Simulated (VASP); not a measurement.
The system is KCl.

```
K Cl
1.0
     0.00000    3.14647    3.14647
     3.14647    0.00000    3.14647
     3.14647    3.14647    0.00000
K Cl
1 1
Direct
  0.00000 0.00000 0.00000
  0.50000 0.50000 0.50000
```

Base run:

- Program: VASP 6.6.1
- Functional: HSE06
- Potentials or basis: VASP PAW PBE potentials, release 64 (K_sv, Cl)
- Cutoff: 520 eV
- k mesh: 6 × 6 × 6
- Occupations: fermi-dirac, width 0.05 eV
- Spin: no spin polarisation

Its results: band gap on the k mesh 6.50 eV; pressure 0.5 GPa.

The run is repeated on the same cell with these changes: functional from HSE06 to PBE; occupations from fermi-dirac, width 0.05 eV to gaussian, width 0.1 eV. What comes out?

Band gap on the k mesh 5.19 eV; pressure 0.8 GPa.

Caveats: the PAW data sets were made with another functional, which shifts forces and pressure a little (at least some runs).

